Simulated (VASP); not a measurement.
Set up this calculation in VASP 6.6.1, as the native input.

- Task: relaxation of cell and atoms
- Functional: PBE
- Potentials or basis: VASP PAW PBE potentials, release 64 (Er_3, Ga_d, P), 4f in core
- Cutoff: 500 eV
- k mesh: 4 × 4 × 4
- Occupations: gaussian, width 0.1 eV
- Spin: no spin polarisation
- Dipole correction: no
- Mended: yes
- Further INCAR settings: ALGO = Normal; EDIFF = 1e-07; IBRION = 2; EDIFFG = -0.04; NSW = 90; ISIF = 3

The structure of ErGaP2 lies in POSCAR:

```
ErGaP2
1.0
    4.2004896100      0.0000000000      0.0000000000
    0.0000000000      4.2004896100      0.0000000000
    0.0000000000      0.0000000000      5.9092775700
Er Ga P
1 1 2
Direct
    0.5000000000      0.5000000000      0.5000000000
    0.0000000000      0.0000000000      0.0000000000
    0.0000000000      0.5000000000      0.2554496500
    0.5000000000      0.0000000000      0.7445503500
```

The cell was built from a structure type or drawn by symmetry, and may not be a known phase.

One way to write it, as run:

INCAR

```
SYSTEM = ErGaP2
PREC = Accurate
ENCUT = 500
EDIFF = 1E-7
ISMEAR = 0
SIGMA = 0.1
LREAL = .FALSE.
LASPH = .TRUE.
NELM = 200
ALGO = Normal
ISIF = 3
LWAVE = .FALSE.
LCHARG = .FALSE.
GGA = PE
IBRION = 2
NSW = 90
EDIFFG = -0.04
GGA_COMPAT = .FALSE.
NELMIN = 4
LMAXMIX = 6
```

KPOINTS

```
regular mesh
0
G
  4 4 4
  0 0 0
```

Potentials or basis: VASP PAW PBE potentials, release 64 (Er_3, Ga_d, P), 4f in core.

Launch:

```console
$ cat potpaw_PBE.64/Er_3/POTCAR potpaw_PBE.64/Ga_d/POTCAR potpaw_PBE.64/P/POTCAR > POTCAR
$ mpirun -np 1 vasp_std > vasp.out
```

It gave:

```
Relaxed volume                        : 25.64 Å³/atom
Relaxed cell                          : a = 4.103 Å, b = 4.103 Å, c = 6.092 Å, α = 90.00°, β = 90.00°, γ = 90.00°
Space group after relaxing (to 0.1 Å) : P-4m2 (No. 115)
Energy gained by relaxing             : 135.6 meV/atom
Ionic steps                           : 7
Pressure after relaxing               : 0.1 GPa
Largest force after relaxing          : 0.033 eV/Å
Band gap on the k mesh                : 0.33 eV (least direct gap 0.55 eV)
```

Caveat: spin-orbit coupling is left out, which moves the levels of the heavy elements; the 4f electrons are frozen in the core, so they carry no moment and show no levels.

It took 80 s on 1 thread of Intel(R) Xeon(R) 6975P-C (Granite Rapids), on a shared host, peak memory 0.24 GiB.
